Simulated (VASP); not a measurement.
# Co (P6_3/mmc) in VASP: further runs

Co is run at these levels: BLYP, LDA, RPBE; tasks: single point, relaxation of cell and atoms.

Everything below comes from runs of VASP 6.6.1. Logs are shortened: lines on timing, memory, paths and dates and some standing lists are left out, and cuts for length are marked.

## Step 1: The cell of the first run

Symmetry: P6_3/mmc, No. 194, hexagonal system. Conventional cell: a = 2.536 Å, b = 2.536 Å, c = 4.080 Å, α = 90.00°, β = 90.00°, γ = 120.00°. Within 3.3 Å of Co (site symmetry -6m2) lie 12 Co at 2.51 to 2.54 Å.

## Step 2: Single point, BLYP, collinear spin, ferromagnetic start

The input, INCAR:

```
PREC = Accurate
ENCUT = 520
EDIFF = 1E-6
ISMEAR = -1
SIGMA = 0.05
LREAL = F
LASPH = T
NELM = 150
ALGO = Normal
ISIF = 2
LWAVE = F
LCHARG = F
ISPIN = 2
MAGMOM = 2 2
LORBIT = 11
LMAXMIX = 4
GGA = B5
ALDAX = 1.0
AGGAX = 1.0
AGGAC = 1.0
ALDAC = 0.0
NBANDS = 20
```

The input, KPOINTS:

```
regular mesh
0
Gamma
  12 12 7
```

The input, POSCAR:

```
Co
1.0
    2.5358182538      0.0000000000      0.0000000000
   -1.2679091269      2.1960830271      0.0000000000
    0.0000000000      0.0000000000      4.0803377947
Co
2
Direct
    0.6666666667      0.3333333333      0.7500000000
    0.3333333333      0.6666666667      0.2500000000
```

Potentials or basis: VASP PAW PBE potentials, release 64 (Co).

Command:

```console
$ cat potpaw_PBE.64/Co/POTCAR > POTCAR
$ mpirun -np 1 vasp_std > vasp.out
```

OUTCAR:

```text
PREC = Accurate
   ENCUT = 520
   EDIFF = 1E-6
   ISMEAR = -1
   LREAL = F
   LASPH = T
   NELM = 150
   ISIF = 2
   ISPIN = 2
   LORBIT = 11
   GGA = B5

 ion  position               nearest neighbor table
   1  0.667  0.333  0.750-   2 2.51   2 2.51   2 2.51   2 2.51   2 2.51   2 2.51
   2  0.333  0.667  0.250-   1 2.51   1 2.51   1 2.51   1 2.51   1 2.51   1 2.51

  LATTYP: Found a hexagonal cell.
 ALAT       =     2.5358182538
 C/A-ratio  =     1.6090813246

  Lattice vectors:

 A1 = (   2.5358182538,   0.0000000000,   0.0000000000)
 A2 = (  -1.2679091269,   2.1960830271,   0.0000000000)
 A3 = (   0.0000000000,   0.0000000000,   4.0803377947)

Analysis of symmetry for initial positions (statically):
=====================================================================
 Subroutine PRICEL returns:
 Original cell was already a primitive cell.

 Routine SETGRP: Setting up the symmetry group for a
 hexagonal supercell.

 Subroutine GETGRP returns: Found 24 space group operations
 (whereof 12 operations were pure point group operations)
 out of a pool of 24 trial point group operations.

The static configuration has the point symmetry D_3d.
 The point group associated with its full space group is D_6h.

Analysis of symmetry for dynamics (positions and initial velocities):
=====================================================================
 Subroutine PRICEL returns:
 Original cell was already a primitive cell.

 Routine SETGRP: Setting up the symmetry group for a
 hexagonal supercell.

 Subroutine GETGRP returns: Found 24 space group operations
 (whereof 12 operations were pure point group operations)
 out of a pool of 24 trial point group operations.

The dynamic configuration has the point symmetry D_3d.
 The point group associated with its full space group is D_6h.

Analysis of structural, dynamic, and magnetic symmetry:
=====================================================================
 Subroutine PRICEL returns:
 Original cell was already a primitive cell.

 Routine SETGRP: Setting up the symmetry group for a
 hexagonal supercell.

 Subroutine GETGRP returns: Found 24 space group operations
 (whereof 12 operations were pure point group operations)
 out of a pool of 24 trial point group operations.

The overall configuration has the point symmetry D_3d.
 The point group associated with its full space group is D_6h.

 Subroutine INISYM returns: Found 24 space group operations
 (whereof 12 operations are pure point group operations),
 and found     1 'primitive' translations

----------------------------------------------------------------------------------------

                                     Primitive cell

  volume of cell :      22.7229

  direct lattice vectors                    reciprocal lattice vectors
     2.535818254  0.000000000  0.000000000     0.394350028  0.227678095  0.000000000
    -1.267909127  2.196083027  0.000000000     0.000000000  0.455356190  0.000000000
     0.000000000  0.000000000  4.080337795     0.000000000  0.000000000  0.245077749

  length of vectors
     2.535818254  2.535818254  4.080337795     0.455356190  0.455356190  0.245077749

  position of ions in fractional coordinates (direct lattice)
     0.666666667  0.333333333  0.750000000
     0.333333333  0.666666667  0.250000000

  ion indices of the primitive-cell ions
   primitive index   ion index
                 1           1
                 2           2

----------------------------------------------------------------------------------------

 KPOINTS: regular mesh

Automatic generation of k-mesh.
 Grid dimensions read from file:
 generate k-points for:   12   12    7

 Generating k-lattice:

  Cartesian coordinates                     Fractional coordinates (reciprocal lattice)
     0.032862502  0.018973175  0.000000000     0.083333333  0.000000000  0.000000000
     0.000000000  0.037946349  0.000000000     0.000000000  0.083333333  0.000000000
     0.000000000  0.000000000  0.035011107     0.000000000  0.000000000  0.142857143

  Length of vectors
     0.037946349  0.037946349  0.035011107

  Shift w.r.t. Gamma in fractional coordinates (k-lattice)
     0.000000000  0.000000000  0.000000000

 Subroutine IBZKPT returns following result:
 ===========================================

 Found     76 irreducible k-points:

 Following reciprocal coordinates:
            Coordinates               Weight
  0.000000  0.000000  0.000000      1.000000
  0.083333 -0.000000  0.000000      6.000000
  0.166667  0.000000  0.000000      6.000000
  0.250000 -0.000000  0.000000      6.000000
  0.333333 -0.000000  0.000000      6.000000
  0.416667 -0.000000  0.000000      6.000000
[... 16 lines left out ...]
  0.250000 -0.000000  0.142857     12.000000
  0.333333 -0.000000  0.142857     12.000000
 [... further k-points ...]
   k-points           NKPTS =     76   k-points in BZ     NKDIM =     76   number of bands    NBANDS=     20
   number of dos      NEDOS =    301   number of ions     NIONS =      2
   total plane-waves  NPLWV =  12000
   dimension x,y,z NGX =    20 NGY =   20 NGZ =   30
   dimension x,y,z NGXF=    40 NGYF=   40 NGZF=   60
   ions per type =               2
   NGX,Y,Z   is equivalent  to a cutoff of  13.11, 13.11, 12.22 a.u.
   NGXF,Y,Z  is equivalent  to a cutoff of  26.22, 26.22, 24.45 a.u.
 SYSTEM =  unknown system
   PREC   = accura    normal or accurate (medium, high low for compatibility)
   ISTART =      0    job   : 0-new  1-cont  2-samecut
   ICHARG =      2    charge: 1-file 2-atom 10-const
   ISPIN  =      2    spin polarized calculation?
   LNONCOLLINEAR =      F non collinear calculations
   LSORBIT =      F    spin-orbit coupling
   LASPH  =      T    aspherical Exc in radial PAW
   ENCUT  =  520.0 eV  38.22 Ry    6.18 a.u.   4.71  4.71  7.59*2*pi/ulx,y,z
   NELM   =    150;   NELMIN=  2; NELMDL= -5     # of ELM steps
   EDIFF  = 0.1E-05   stopping-criterion for ELM
   LREAL  =      F    real-space projection
   EDIFFG = 0.1E-04   stopping-criterion for IOM
   NSW    =      0    number of steps for IOM
   IBRION =     -1    ionic relax: 0-MD 1-quasi-New 2-CG
   NFREE  =      0    steps in history (QN), initial steepest desc. (CG)
   ISIF   =      2    stress and relaxation
   ISYM   =      2    0-nonsym 1-usesym 2-fastsym
   POTIM  = 0.5000    time-step for ionic-motion
   TEBEG  =    0.0;   TEEND  =   0.0 temperature during run
   PSTRESS=    0.0 pullay stress
   NELECT =      18.0000    total number of electrons
   NUPDOWN=      -1.0000    fix difference up-down
   EMIN   =  10.00;   EMAX   =-10.00  energy-range for DOS
   EFERMI =   0.00;   METHOD = LEGACY
   ISMEAR =    -1;   SIGMA  =   0.05  broadening in eV -4-tet -1-fermi 0-gaus
   EFERMI_NEDOS =   21; number of points for ismear=-14 and -15
   IALGO  =     38    algorithm
   IMIX   =      4    mixing-type and parameters
     AMIX     =   0.40;   BMIX     =  1.00
     AMIX_MAG =   1.60;   BMIX_MAG =  1.00
  volume/ion in A,a.u.               =      11.36        76.67
  Fermi-wavevector in a.u.,A,eV,Ry     =   1.514763  2.862487 31.218659  2.294507
  Thomas-Fermi vector in A             =   2.624377
   LORBIT       =     11    0 simple, 1 ext, 2 COOP (PROOUT), +10 PAW based schemes
   GGA     = B5    functional components
   LHFCALC =     F    Hartree Fock is set to
   AEXX    =    0.0000 exact exchange contribution
   IVDW    =     0    specifies the selected vdW correction
   LEPSILON=     F    determine dielectric tensor
   LRPA    =     F    only Hartree local field effects (RPA)
 spin polarized calculation
  energy-cutoff  :      520.00
  volume of cell :       22.72
 maximum number of plane-waves:       623
 NGX is ok and might be reduce to    20
   NGX =  9   NGY =  9   NGZ = 15

 number of electron      18.0000006 magnetization       3.2501291

 Free energy of the ion-electron system (eV)
  ---------------------------------------------------
  ext. energy  EPLUGINS =         0.00000000
  ---------------------------------------------------
  free energy    TOTEN  =       -12.13006687 eV

  energy without entropy =      -12.11376130  energy(sigma->0) =      -12.12191409

 E-fermi :  10.0746     XC(G=0): -12.5401

 val. band max:       10.0701772662   @ k =   0.2500  -0.0000   0.2857
 cond. band min:      10.0848780526   @ k =   0.2500  -0.0000   0.4286
 fundamental gap:      0.0147007864
 Fermi energy:        10.0745518516

 spin component 1

 k-point     1 :       0.0000    0.0000    0.0000
  band No.  band energies     occupation
      1       1.5904      1.00000
      2       5.2202      1.00000
      3       7.5827      1.00000
      4       7.5827      1.00000
      5       7.5839      1.00000
      6       7.8746      1.00000
[... 12 lines left out ...]
     19      35.2469      0.00000
     20      35.4098      0.00000
[... 507 lines left out ...]
 k-point    24 :       0.3333   -0.0000    0.1429
  band No.  band energies     occupation
      1       4.7162      1.00000
      2       5.9335      1.00000
      3       6.3174      1.00000
      4       6.9877      1.00000
      5       7.6471      1.00000
      6       7.6582      1.00000
[... 12 lines left out ...]
     19      32.9559      0.00000
     20      33.9971      0.00000

 [... further k-points ...]

 spin component 2

 k-point     1 :       0.0000    0.0000    0.0000
  band No.  band energies     occupation
      1       1.6265      1.00000
      2       6.1746      1.00000
      3       9.1872      1.00000
      4       9.1895      1.00000
      5       9.1895      1.00000
      6       9.5316      0.99998
[... 12 lines left out ...]
     19      35.5871      0.00000
     20      35.5871      0.00000
[... 507 lines left out ...]
 k-point    24 :       0.3333   -0.0000    0.1429
  band No.  band energies     occupation
      1       4.9984      1.00000
      2       7.1306      1.00000
      3       7.4760      1.00000
      4       8.2662      1.00000
      5       9.1204      1.00000
      6       9.2715      1.00000
[... 12 lines left out ...]
     19      32.9197      0.00000
     20      34.3548      0.00000

 [... further k-points ...]
[... 5 lines left out ...]
  --------------------------------------------------------------------------------------
  -------------------------------------------------------------------------------------
  Total       -0.0213566     -0.0213566     -0.0331619      0.0000000      0.0000000      0.0000000
  in kB       -1.5058446     -1.5058446     -2.3382293      0.0000000      0.0000000      0.0000000
  external PRESSURE =      -1.7833062 kB  Pullay stress =       0.0000000 kB

 VOLUME and BASIS-vectors are now :
 -----------------------------------------------------------------------------
  energy-cutoff  :      520.00
  volume of cell :       22.72
      direct lattice vectors                 reciprocal lattice vectors
     2.535818254  0.000000000  0.000000000     0.394350028  0.227678095  0.000000000
    -1.267909127  2.196083027  0.000000000     0.000000000  0.455356190  0.000000000
     0.000000000  0.000000000  4.080337795     0.000000000  0.000000000  0.245077749

 POSITION                                       TOTAL-FORCE (eV/Angst)
 -----------------------------------------------------------------------------------
      1.26791      0.73203      3.06025         0.000000      0.000000      0.000000
     -0.00000      1.46406      1.02008        -0.000000      0.000000      0.000000
 -----------------------------------------------------------------------------------
    total drift:                                0.000000     -0.000000     -0.000000

  FREE ENERGIE OF THE ION-ELECTRON SYSTEM (eV)
  ---------------------------------------------------
  free  energy   TOTEN  =       -12.1300668741 eV

  energy  without entropy=      -12.1137612977  energy(sigma->0) =      -12.12191409

 total charge

# of ion       s       p       d       tot
------------------------------------------
    1        0.467   0.465   7.286   8.219
    2        0.467   0.465   7.286   8.219
--------------------------------------------------
tot          0.935   0.930  14.573  16.437

 magnetization (x)

# of ion       s       p       d       tot
------------------------------------------
    1       -0.014  -0.047   1.707   1.647
    2       -0.014  -0.047   1.707   1.647
--------------------------------------------------
tot         -0.027  -0.093   3.415   3.295
```

Wall time 28 s (1 thread of Intel Xeon 6975P-C (Granite Rapids), shared host); peak memory 0.17 GiB.

Results:

- Free energy: -12.1301 eV
- Pressure: -0.2 GPa
- Net moment: 3.25 μB per cell
- Site moments: Co +1.65 μB
- Valence electrons inside the program's atomic spheres: Co 8.22

Stress tensor (GPa, compression positive):
```
-0.15  0.00  0.00
 0.00 -0.15  0.00
 0.00  0.00 -0.23
```

Levels at points of the mesh, in eV from the Fermi level:
Spin up:
| k point | band 8 | band 9 | band 10 | band 11 | band 12 | band 13 | band 14 | band 15 |
| --- | --- | --- | --- | --- | --- | --- | --- | --- |
| (0.00, 0.00, 0.00) | -1.89 | -1.89 | -0.84 | -0.84 | 0.24 | 6.09 | 21.88 | 23.58 |
| (0.50, 0.00, 0.00) | -0.74 | -0.63 | -0.59 | 1.31 | 3.16 | 9.51 | 10.01 | 12.66 |
Spin down:
```
           k point  band 5  band 6  band 7  band 8  band 9  band 10
(0.00, 0.00, 0.00)   -0.89   -0.54   -0.54   -0.18   -0.18     0.22
(0.50, 0.00, 0.00)   -1.06   -0.92   -0.54    1.10    1.24     1.26
```

Caveat: the PAW data sets were made with another functional, which shifts forces and pressure a little.

## Step 3: Relaxation of cell and atoms, BLYP, collinear spin, ferromagnetic start

This run uses another cell than the first one, of 10.64 Å³/atom, 0.937 times its volume.

The input, INCAR:

```
PREC = Accurate
ENCUT = 600
EDIFF = 1E-7
ISMEAR = -1
SIGMA = 0.05
LREAL = False
LASPH = True
NELM = 150
ALGO = Normal
ISIF = 3
LWAVE = False
LCHARG = False
ISPIN = 2
MAGMOM = 2 2
LORBIT = 11
LMAXMIX = 4
GGA = B5
ALDAX = 1.0
AGGAX = 1.0
AGGAC = 1.0
ALDAC = 0.0
IBRION = 2
NSW = 80
EDIFFG = -0.02
```

KPOINTS is that of step 2.

The input, POSCAR:

```
Co
1.0
    2.4719999032      0.0000000000      0.0000000000
   -1.2359999516      2.1408147143      0.0000000000
    0.0000000000      0.0000000000      4.0211440800
Co
2
Direct
    0.6666666667      0.3333333333      0.7500000000
    0.3333333333      0.6666666667      0.2500000000
```

Potentials or basis: VASP PAW PBE potentials, release 64 (Co).

Command:

```console
$ cat potpaw_PBE.64/Co/POTCAR > POTCAR
$ mpirun -np 1 vasp_std > vasp.out
```

Wall time 1.9 min (1 thread of Intel Xeon 6975P-C (Granite Rapids), shared host); peak memory 0.18 GiB.

Results (log left out):

- Free energy: -12.1294 eV
- Relaxed volume: 11.34 Å³/atom
- Relaxed cell: a = 2.533 Å, b = 2.533 Å, c = 4.082 Å, α = 90.00°, β = 90.00°, γ = 120.00°
- Space group after relaxing (to 0.05 Å): P6_3/mmc (No. 194)
- Energy gained by relaxing: 28.7 meV/atom
- Ionic steps: 5
- Pressure after relaxing: 0.1 GPa
- Net moment: 3.25 μB per cell
- Site moments: Co +1.65 μB
- Valence electrons inside the program's atomic spheres: Co 8.22

Stress tensor (GPa, compression positive):
```
 0.24  0.00  0.00
 0.00  0.24  0.00
 0.00  0.00 -0.19
```

The path:
| step | energy change (eV) | largest force (eV/Å) | pressure (GPa) | volume (Å³) |
| --- | --- | --- | --- | --- |
| 1 | 0.0000 | 0.0000 | 13.40 | 21.28 |
| 2 | -0.0109 | 0.0000 | -9.79 | 24.14 |
| 3 | -0.0570 | 0.0000 | -0.20 | 22.72 |
| 4 | -0.0570 | 0.0000 | 0.03 | 22.69 |
| 5 | -0.0575 | 0.0000 | 0.09 | 22.69 |

Final structure:
```cif
data_structure
_symmetry_space_group_name_H-M 'P 1'
_symmetry_Int_Tables_number 1
_cell_length_a 2.5332
_cell_length_b 2.5332
_cell_length_c 4.0822
_cell_angle_alpha 90.000
_cell_angle_beta 90.000
_cell_angle_gamma 120.000
_cell_volume 22.69
loop_
_atom_site_label
_atom_site_type_symbol
_atom_site_fract_x
_atom_site_fract_y
_atom_site_fract_z
_atom_site_occupancy
Co1 Co 0.66667 0.33333 0.75000 1
Co2 Co 0.33333 0.66667 0.25000 1
```

Levels at points of the mesh, in eV from the Fermi level:
Spin up:
```
           k point  band 9  band 10  band 11  band 12  band 13  band 14
(0.00, 0.00, 0.00)   -1.89    -0.84    -0.84     0.22     6.08    21.91
(0.50, 0.00, 0.00)   -0.63    -0.59     1.31     3.18     9.51    10.02
```
Spin down:
| k point | band 5 | band 6 | band 7 | band 8 | band 9 | band 10 |
| --- | --- | --- | --- | --- | --- | --- |
| (0.00, 0.00, 0.00) | -0.89 | -0.55 | -0.55 | -0.18 | -0.18 | 0.21 |
| (0.50, 0.00, 0.00) | -1.06 | -0.93 | -0.55 | 1.10 | 1.23 | 1.26 |

Caveat: the PAW data sets were made with another functional, which shifts forces and pressure a little.

[end of part 1 of 2]
